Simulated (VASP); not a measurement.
# SnO in VASP: single point with PBE+D3(BJ)

Aim: the single point of SnO with PBE+D3(BJ).

Everything below comes from runs of VASP 6.6.1. Logs are shortened: lines on timing, memory, paths and dates and some standing lists are left out, and cuts for length are marked.

## Step 1: The cell of the first run

The cell holds a slab with vacuum, 8 atoms: a = 3.820 Å, b = 3.820 Å, c = 22.226 Å, α = 90.00°, β = 90.00°, γ = 90.00°.

## Step 2: Single point, PBE+D3(BJ) (layers slid over each other)

INCAR

```
PREC     = Accurate       # precision mode
ENCUT    = 520            # plane-wave cutoff, eV
EDIFF    = 1E-6           # SCF threshold, eV
ISMEAR   = 0              # smearing method
SIGMA    = 0.05           # smearing width, eV
LREAL    = False          # projectors in reciprocal space
LASPH    = True           # aspherical terms in the spheres
NELM     = 60             # most SCF steps
ALGO     = Normal         # electronic algorithm
ISIF     = 2              # what is computed and relaxed
LWAVE    = False          # write WAVECAR
LCHARG   = True           # write CHGCAR
LDIPOL   = True         
IDIPOL   = 3            
DIPOL    = 0.5 0.5 0.404
GGA      = PE             # functional
IVDW     = 12             # dispersion correction
LELF     = True           # ELF
LVHAR    = True         
LVACPOTAV= True         
NBANDS   = 50             # bands
```

KPOINTS

```
regular mesh
0
Gamma
  7 7 1
```

POSCAR

```
SnO
1.0
    3.8201629585      0.0000000000      0.0000000000
    0.0000000000      3.8201629585      0.0000000000
    0.0000000000      0.0000000000     22.2260830948
Sn O
4 4
Direct
    0.7500000000      0.2500000000      0.2024648239
    0.2500000000      0.7500000000      0.3087832219
    0.7500000000      1.2500000000      0.5000000000
    1.2500000000      0.7500000000      0.6063183980
    0.2500000000      0.2500000000      0.2556240229
    0.7500000000      0.7500000000      0.2556240229
    1.2500000000      1.2500000000      0.5531591990
    0.7500000000      0.7500000000      0.5531591990
```

Potentials or basis: VASP PAW PBE potentials, release 64 (Sn_d, O).

Started as:

```
$ cat potpaw_PBE.64/Sn_d/POTCAR potpaw_PBE.64/O/POTCAR > POTCAR
$ mpirun -np 1 vasp_std > vasp.out
```

OUTCAR:

```text
PREC = Accurate
   ENCUT = 520
   EDIFF = 1E-6
   ISMEAR = 0
   LREAL = False
   LASPH = True
   NELM = 60
   ISIF = 2
   GGA = PE
   IVDW = 12
 IVDW          = 12

 ion  position               nearest neighbor table
   1  0.750  0.250  0.202-   5 2.25   6 2.25   6 2.25   5 2.25   2 3.59   2 3.59   2 3.59   2 3.59

   2  0.250  0.750  0.309-   5 2.25   6 2.25   5 2.25   6 2.25   1 3.59   1 3.59   1 3.59   1 3.59

   3  0.750  0.250  0.500-   7 2.25   8 2.25   8 2.25   7 2.25   4 3.59   4 3.59   4 3.59   4 3.59

   4  0.250  0.750  0.606-   7 2.25   8 2.25   7 2.25   8 2.25   3 3.59   3 3.59   3 3.59   3 3.59

   5  0.250  0.250  0.256-   1 2.25   2 2.25   2 2.25   1 2.25
   6  0.750  0.750  0.256-   1 2.25   2 2.25   1 2.25   2 2.25
   7  0.250  0.250  0.553-   3 2.25   4 2.25   4 2.25   3 2.25
   8  0.750  0.750  0.553-   3 2.25   4 2.25   3 2.25   4 2.25

  LATTYP: Found a simple tetragonal cell.
 ALAT       =     3.8201629585
 C/A-ratio  =     5.8180981639

  Lattice vectors:

 A1 = (   3.8201629585,   0.0000000000,   0.0000000000)
 A2 = (   0.0000000000,   3.8201629585,   0.0000000000)
 A3 = (   0.0000000000,   0.0000000000,  22.2260830948)

Analysis of symmetry for initial positions (statically):
=====================================================================
 Subroutine PRICEL returns:
 Original cell was already a primitive cell.

 Routine SETGRP: Setting up the symmetry group for a
 simple tetragonal supercell.

 Subroutine GETGRP returns: Found 16 space group operations
 (whereof  2 operations were pure point group operations)
 out of a pool of 16 trial point group operations.

The static configuration has the point symmetry C_1h.
 The point group associated with its full space group is D_4h.

Analysis of symmetry for dynamics (positions and initial velocities):
=====================================================================
 Subroutine PRICEL returns:
 Original cell was already a primitive cell.

 Routine SETGRP: Setting up the symmetry group for a
 simple tetragonal supercell.

 Subroutine GETGRP returns: Found 16 space group operations
 (whereof  2 operations were pure point group operations)
 out of a pool of 16 trial point group operations.

The dynamic configuration has the point symmetry C_1h.
 The point group associated with its full space group is D_4h.

 Subroutine INISYM returns: Found 16 space group operations
 (whereof  2 operations are pure point group operations),
 and found     1 'primitive' translations

----------------------------------------------------------------------------------------
[... 103 lines left out ...]
   EMIN   =  10.00;   EMAX   =-10.00  energy-range for DOS
   EFERMI =   0.00;   METHOD = LEGACY
   ISMEAR =     0;   SIGMA  =   0.05  broadening in eV -4-tet -1-fermi 0-gaus
   EFERMI_NEDOS =   21; number of points for ismear=-14 and -15
   IALGO  =     38    algorithm
   IMIX   =      4    mixing-type and parameters
     AMIX     =   0.40;   BMIX     =  1.00
     AMIX_MAG =   1.60;   BMIX_MAG =  1.00
  volume/ion in A,a.u.               =      40.54       273.61
  Fermi-wavevector in a.u.,A,eV,Ry     =   1.026666  1.940118 14.341132  1.054043
  Thomas-Fermi vector in A             =   2.160571
   LORBIT       =      0    0 simple, 1 ext, 2 COOP (PROOUT), +10 PAW based schemes
   GGA     = PE    functional components
   LHFCALC =     F    Hartree Fock is set to
   AEXX    =    0.0000 exact exchange contribution
   IVDW    =    12    specifies the selected vdW correction
   LEPSILON=     F    determine dielectric tensor
   LRPA    =     F    only Hartree local field effects (RPA)
 non-spin polarized calculation
 Gauss-broadening in eV      SIGMA  =   0.05
  energy-cutoff  :      520.00
  volume of cell :      324.36
 maximum number of plane-waves:      8769
   NGX = 15   NGY = 15   NGZ = 83

 dipolmoment           0.000000      0.000000      0.000076 electrons x Angstroem

 number of electron      79.9999970 magnetization

 dipolmoment           0.000000      0.000000     -0.000012 electrons x Angstroem

 Free energy of the ion-electron system (eV)
  ---------------------------------------------------
  ext. energy  EPLUGINS =         0.00000000
  ---------------------------------------------------
  free energy    TOTEN  =       -45.19498216 eV

  energy without entropy =      -45.19498216  energy(sigma->0) =      -45.19498216

 E-fermi :   0.0453     XC(G=0):  -5.3378

 val. band max:       -0.2549803399   @ k =   0.1429   0.1429   0.0000
 cond. band min:       2.3275576292   @ k =   0.0000   0.0000   0.0000
 fundamental gap:      2.5825379692
 Fermi energy:         0.0453403466

 k-point     1 :       0.0000    0.0000    0.0000
  band No.  band energies     occupation
      1     -21.0635      2.00000
      2     -21.0634      2.00000
      3     -20.7030      2.00000
      4     -20.7029      2.00000
      5     -20.6649      2.00000
      6     -20.6649      2.00000
[... 519 lines left out ...]
     49       5.9299      0.00000
     50       6.0967      0.00000

------------------------ aborting loop because EDIFF is reached ----------------------------------------

 Edisp (eV)   -1.23534

 E8    (eV) :    -0.5466

  FORCE on cell =-STRESS in cart. coord.  units (eV):
  Direction    XX          YY          ZZ          XY          YZ          ZX
  --------------------------------------------------------------------------------------
  -------------------------------------------------------------------------------------
  Total       0.11332     0.11332    -0.38483     0.00000    -0.00000     0.00000
  in kB       0.55974     0.55974    -1.90085     0.00000    -0.00000     0.00000
  external pressure =       -0.26 kB  Pullay stress =        0.00 kB

 VOLUME and BASIS-vectors are now :
 -----------------------------------------------------------------------------
  energy-cutoff  :      520.00
  volume of cell :      324.36
      direct lattice vectors                 reciprocal lattice vectors
     3.820162959  0.000000000  0.000000000     0.261768938  0.000000000  0.000000000
     0.000000000  3.820162959  0.000000000     0.000000000  0.261768938  0.000000000
     0.000000000  0.000000000 22.226083095     0.000000000  0.000000000  0.044992183

 POSITION                                       TOTAL-FORCE (eV/Angst)
 -----------------------------------------------------------------------------------
      2.86512      0.95504      4.50000        -0.000000      0.000000     -0.079505
      0.95504      2.86512      6.86304        -0.000000      0.000000      0.185630
      2.86512      0.95504     11.11304         0.000000      0.000000     -0.185630
      0.95504      2.86512     13.47608        -0.000000     -0.000000      0.079505
      0.95504      0.95504      5.68152         0.000000     -0.000000      0.011507
      2.86512      2.86512      5.68152         0.000000     -0.000000      0.011507
      0.95504      0.95504     12.29456         0.000000     -0.000000     -0.011507
      2.86512      2.86512     12.29456         0.000000     -0.000000     -0.011507
 -----------------------------------------------------------------------------------
    total drift:                                0.000000      0.000000     -0.000580

  FREE ENERGIE OF THE ION-ELECTRON SYSTEM (eV)
  ---------------------------------------------------
  free  energy   TOTEN  =       -46.4303197414 eV

  energy  without entropy=      -46.4303197414  energy(sigma->0) =      -46.43031974

 vacuum level on the upper side and lower side of the slab         4.920         4.920
```

OSZICAR:

```text
N       E                     dE             d eps       ncg     rms          rms(c)
DAV:   1     0.941106973507E+03    0.94111E+03   -0.38226E+04  1072   0.180E+03
DAV:   2     0.133597339163E+03   -0.80751E+03   -0.77966E+03  1128   0.498E+02
DAV:   3    -0.390918794999E+02   -0.17269E+03   -0.16736E+03  1236   0.218E+02
[... 14 lines left out ...]
DAV:  18    -0.451949326427E+02   -0.21947E-04   -0.49685E-06  1044   0.212E-02    0.376E-03
DAV:  19    -0.451949691897E+02   -0.36547E-04   -0.67833E-06   994   0.256E-02    0.427E-03
DAV:  20    -0.451949768760E+02   -0.76863E-05   -0.15884E-06   798   0.151E-02    0.205E-03
DAV:  21    -0.451949813509E+02   -0.44748E-05   -0.62846E-07   718   0.510E-03    0.143E-03
DAV:  22    -0.451949821601E+02   -0.80921E-06   -0.26599E-07   712   0.411E-03
   1 F= -.46430320E+02 E0= -.46430320E+02  d E =-.986068E-18
```

stdout:

```text
POSCAR found type information on POSCAR SnO
 POSCAR found :  2 types and       8 ions
 scaLAPACK will be used
 LDA part: xc-table for (Slater+PW92), standard interpolation
 POSCAR, INCAR and KPOINTS ok, starting setup
 FFT: planning ... GRIDC
 FFT: planning ... GRID_SOFT
 FFT: planning ... GRID
 WAVECAR not read
 entering main loop
 -----------------------------------------------------------------------------
|                                                                             |
|           W    W    AA    RRRRR   N    N  II  N    N   GGGG   !!!           |
|           W    W   A  A   R    R  NN   N  II  NN   N  G    G  !!!           |
|           W    W  A    A  R    R  N N  N  II  N N  N  G       !!!           |
|           W WW W  AAAAAA  RRRRR   N  N N  II  N  N N  G  GGG   !            |
|           WW  WW  A    A  R   R   N   NN  II  N   NN  G    G                |
|           W    W  A    A  R    R  N    N  II  N    N   GGGG   !!!           |
|                                                                             |
|     Did not find any points to average over, which means that no vacuum     |
|     field-free region was found. Please increase the size of  your cell     |
|     in the dimension of the dipole correction to obtain accurate            |
|     workfunction values.                                                    |
|                                                                             |
 -----------------------------------------------------------------------------
```

Wall time 3.4 min (1 thread of Intel Xeon Platinum 8488C (Sapphire Rapids), shared host); peak memory 0.38 GiB.

Results:

```yaml
Free_energy: -46.4303 eV
Largest_force: 0.186 eV/Å
Band_gap_on_the_k_mesh: 2.58 eV (least direct gap 2.60 eV)
Dispersion_energy_per_atom: -0.154 eV
```

Forces in eV/Å, atoms in the order of the input:
```
Sn   0.000  0.000 -0.080
Sn   0.000  0.000  0.186
Sn   0.000  0.000 -0.186
Sn   0.000  0.000  0.080
O    0.000  0.000  0.012
O    0.000  0.000  0.012
O    0.000  0.000 -0.012
O    0.000  0.000 -0.012
```

Levels at points of the mesh, in eV from the valence-band top:
```
           k point  band 38  band 39  band 40  band 41  band 42  band 43
(0.00, 0.00, 0.00)    -1.90    -0.52    -0.02     2.58     2.91     2.92
```

Caveat: the cell differs from its parent crystal (layers slid over each other); spin-orbit coupling is left out, which moves the levels of the heavy elements.
